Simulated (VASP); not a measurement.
Runs of VASP 6.6.1 on GaN. The structure is that of space group P6_3mc (No. 186), or close to it. The cells are those of the table. 

```tsv
cell	gap on the mesh (eV)	pressure (GPa)	largest force (eV/Å)
a = 2.995, b = 2.995, c = 5.854 Å, angles 90.0, 90.0, 120.0°, 4 atoms	0.94	(a)	0.73
a = 3.084, b = 3.084, c = 5.524 Å, angles 90.0, 90.0, 120.0°, 4 atoms	1.85	(c)	0.65
a = 3.273, b = 3.273, c = 4.903 Å, angles 90.0, 90.0, 120.0°, 4 atoms	2.28	3.0	1.26
a = 3.132, b = 3.132, c = 5.355 Å, angles 90.0, 90.0, 120.0°, 4 atoms	(b)	1.8	0.41
a = 3.227, b = 3.227, c = 5.044 Å, angles 90.0, 90.0, 120.0°, 4 atoms	2.34	1.5	0.52
a = 3.429, b = 3.429, c = 4.467 Å, angles 90.0, 90.0, 120.0°, 4 atoms	2.24	17.0	5.63
a = 3.360, b = 3.360, c = 4.651 Å, angles 90.0, 90.0, 120.0°, 4 atoms	2.21	9.2	3.31
```

Alike in all rows: task single point; level r2SCAN; potentials or basis VASP PAW PBE potentials, release 64 (Ga_d, N); no spin polarisation; k mesh 12 × 12 × 6; cutoff (eV) 520; smearing gaussian 0.05 eV.

Q: Estimate the missing entries.

A: (a) 10.0; (b) 2.15; (c) 3.6.

Caveats: the PAW data sets were made with another functional, which shifts forces and pressure a little; the stress differs along the axes, from -32 to 31 GPa (at least some runs); the stress differs along the axes, from -20 to 15 GPa (at least some runs); the stress differs along the axes, from -9 to 27 GPa (at least some runs); the stress differs along the axes, from -11 to 8 GPa (at least some runs); the stress differs along the axes, from -4 to 13 GPa (at least some runs); the stress differs along the axes, from -19 to 88 GPa (at least some runs).

A k mesh can miss the band edges, and the runs leave out spin-orbit coupling on Ga.
